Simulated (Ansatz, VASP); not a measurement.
# NaI in VASP and in Ansatz

```
Na I
1.0
     0.00000    3.23640    3.23640
     3.23640    0.00000    3.23640
     3.23640    3.23640    0.00000
Na I
1 1
Direct
  0.00000 0.00000 0.00000
  0.50772 0.50772 0.49228
```

Change from the starting cell: all I atoms moved +0.050 Å, as atom 2 along Cartesian [0 0 1].

Alike in both runs: task single point; functional PBE; k mesh 6 × 6 × 6; occupations gaussian, width 0.05 eV; no spin polarisation.

```csv
,VASP,Ansatz
version,VASP 6.6.1,Ansatz 0.2.0
potentials or method,"VASP PAW PBE potentials, release 64 (Na_pv, I), cutoff 520 eV","scalar-relativistic, plane waves, PAW"
valence electrons in the cell,14,26
```

|  | VASP | Ansatz | Ansatz less VASP |
| --- | --- | --- | --- |
| gap on the k mesh at the Fermi level (eV) | 3.64 | 3.64 | +0.004 |
| least direct gap on the mesh (eV) | 3.64 | 3.64 | +0.004 |
| pressure (GPa) | 0.5 | 0.4 | -0.02 |
| rms of the force components (eV/Å) | 0.026 | 0.026 | -0.0002 |

Atom by atom the forces differ by 0.000 eV/Å (rms over components). VASP's potentials hold 14 valence electrons a cell and Ansatz's 26, so a difference there can come from the potentials and not from the codes.

Spin-orbit coupling is off throughout.
